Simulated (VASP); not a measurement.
NbSi: relaxation of cell and atoms with r2SCAN

NbSi:

```
Nb Si
1.0
     3.15644    0.00000    0.00000
     0.00000    3.15644    0.00000
     0.00000    0.00000    3.15644
Nb Si
1 1
Direct
  0.00000 0.00000 0.00000
  0.50000 0.50000 0.50000
```

```yaml
Program: VASP 6.6.1
Task: relaxation of cell and atoms
Functional: r2SCAN
Potentials_or_basis: VASP PAW PBE potentials, release 64 (Nb_sv, Si)
Cutoff: 600 eV
k_mesh: 8 × 8 × 8
Occupations: fermi-dirac, width 0.05 eV
Spin: no spin polarisation
Dipole_correction: no
Further_INCAR_settings: ALGO = Normal; EDIFF = 1e-06; IBRION = 2; EDIFFG = -0.01; NSW = 60; ISIF = 3
```

```yaml
Relaxed_volume: 15.53 Å³/atom
Relaxed_cell: a = 3.143 Å, b = 3.143 Å, c = 3.143 Å, α = 90.00°, β = 90.00°, γ = 90.00°
Space_group_after_relaxing_to_0.05_Å: Pm-3m (No. 221)
Energy_gained_by_relaxing: 1.4 meV/atom
Ionic_steps: 3
Pressure_after_relaxing: 0.0 GPa
```

The path:
```csv
step,energy change (eV),largest force (eV/Å),pressure (GPa),volume (Å³)
1,0.0000,0.0000,-2.19,31.45
2,0.0035,0.0000,3.56,30.48
3,-0.0027,0.0000,0.04,31.05
```

Final structure:
```
Nb Si
1.0
     3.14319    0.00000    0.00000
     0.00000    3.14319    0.00000
     0.00000    0.00000    3.14319
Nb Si
1 1
Direct
  0.00000 0.00000 0.00000
  0.50000 0.50000 0.50000
```

Levels at points of the mesh, in eV from the Fermi level:
| k point | band 6 | band 7 | band 8 | band 9 | band 10 | band 11 |
| --- | --- | --- | --- | --- | --- | --- |
| (0.00, 0.00, 0.00) | -2.91 | -2.91 | 2.48 | 2.48 | 2.49 | 2.61 |
| (0.50, 0.00, 0.00) | -6.80 | -1.65 | -1.11 | -1.11 | 2.99 | 4.47 |
| (0.50, 0.50, 0.00) | -3.23 | -3.23 | -2.36 | 0.39 | 0.39 | 4.43 |
| (0.50, 0.50, 0.50) | -5.50 | -5.50 | -3.94 | 4.00 | 4.00 | 4.00 |

Run time: 5.4 min on 1 thread of AMD EPYC 7R13 (shared host), peak memory 0.15 GiB.

Caveat: the PAW data sets were made with another functional, which shifts forces and pressure a little.
